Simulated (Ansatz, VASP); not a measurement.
## Two plane-wave programs on ScAg2

```xyz
3
Lattice="-1.7691 1.7691 4.4632 1.7691 -1.7691 4.4632 1.7691 1.7691 -4.4632" Properties=species:S:1:pos:R:3 pbc="T T T"
Sc    0.0000    0.0000    0.0000
Ag    0.0000    0.0000    5.9507
Ag    0.0000    0.0000    2.9757
```

Alike in both runs: task single point; functional LDA; k mesh 11 × 11 × 11; no spin polarisation.

|  | VASP | Ansatz |
| --- | --- | --- |
| version | VASP 6.6.1 | Ansatz 0.2.0 |
| potentials or method | VASP PAW LDA potentials, release 64 (Sc_sv, Ag), cutoff 520 eV | plane waves, PAW |
| occupations | methfessel-paxton of order 1, width 0.15 eV | cold, width 0.15 eV |
| valence electrons in the cell | 33 | 49 |

|  | VASP | Ansatz | Ansatz less VASP |
| --- | --- | --- | --- |
| pressure (GPa) | -6.9 | -7.2 | -0.24 |
| traceless stress, the component that is largest in VASP (GPa) | -0.83 | -0.87 | -0.038 |

LDA's correlation is that of Perdew and Zunger in VASP and of Perdew and Wang (1992) in Ansatz. VASP's potentials hold 33 valence electrons a cell and Ansatz's 49, so a difference there can come from the potentials and not from the codes.
